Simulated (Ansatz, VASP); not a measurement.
**SnTe: VASP beside Ansatz**

The input POSCAR:

```
SnTe
1.0
    0.1303180910      3.2239685261      3.2239685261
    3.2239685261      0.1303180910      3.2239685261
    3.2239685261      3.2239685261      0.1303180910
Sn Te
1 1
Direct
    0.0000000000      0.0000000000      0.0000000000
    0.5000000000      0.5000000000      0.5000000000
```

File INCAR.step1:

```
SYSTEM = SnTe
PREC = Accurate ; ENCUT = 520
ISMEAR = -1 ; SIGMA = 0.02
LREAL = .False. ; LASPH = .True.
NELM = 80 ; NBANDS = 17
GGA = PE ; ALGO = Normal
EDIFF = 1E-4 ; LWAVE = .True.
LCHARG = .False.
```

Contents of INCAR.step2:

```
SYSTEM = SnTe
PREC = Accurate ; ENCUT = 520
EDIFF = 1E-7 ; ISMEAR = -1
SIGMA = 0.02 ; LREAL = .False.
LASPH = .True. ; NELM = 80
ALGO = Normal ; ISIF = 2
LWAVE = .False. ; LCHARG = .False.
METAGGA = R2SCAN ; LMIXTAU = .True.
NBANDS = 17 ; ISTART = 1
```

KPOINTS

```
regular mesh
0
Gamma
  8 8 8
  0 0 0
```

Input for Ansatz:

```yaml
crystal:
  lattice:
    - [0.130318091, 3.2239685261, 3.2239685261]
    - [3.2239685261, 0.130318091, 3.2239685261]
    - [3.2239685261, 3.2239685261, 0.130318091]
  atoms:
    - { symbol: Sn, position: [0.0, 0.0, 0.0] }
    - { symbol: Te, position: [0.5, 0.5, 0.5] }
kpoints:
  mp_grid: { grid: [8, 8, 8] }
  band_path:
    path:
      - [0.0, 0.0, 0.0]
      - [0.5, 0.0, 0.5]
      - [0.625, 0.25, 0.625]
      - [0.375, 0.375, 0.75]
      - [0.5, 0.5, 0.5]
      - [0.5, 0.25, 0.75]
      - [0.49349, -0.496419, -0.494792]
      - [-0.020182, 0.007487, 0.483398]
    npoints: 1
hamiltonian:
  xc: r2scan
scf:
  occupations: { method: fermi_dirac, width: 0.02 }
  n_extra_bands: 4
output:
  forces: true
  stress: true
  eigenvalues: true
  write_density: true
  write_potential: true
  elf: true
  volumetric_format: npy
```

Change from the starting cell: epitaxial_111 strain -3.0%.

Alike in both runs: task single point; functional r2SCAN; k mesh 8 × 8 × 8; occupations fermi-dirac, width 0.02 eV; no spin polarisation.

```csv
,VASP,Ansatz
version,VASP 6.6.1,Ansatz 0.2.0
potentials or method,"VASP PAW PBE potentials, release 64 (Sn_d, Te)","plane waves, PAW"
plane-wave cutoff (eV),520,500
valence electrons in the cell,20,30
```

```csv
,VASP,Ansatz,Ansatz less VASP
pressure (GPa),1.2,1.2,0.00
"traceless stress, the component that is largest in VASP (GPa)",-0.71,-0.71,-0.001
```

VASP's potentials were made for PBE, not for r2SCAN. VASP's potentials hold 20 valence electrons a cell and Ansatz's 30, so a difference there can come from the potentials and not from the codes.

Neither program's run includes spin-orbit coupling.
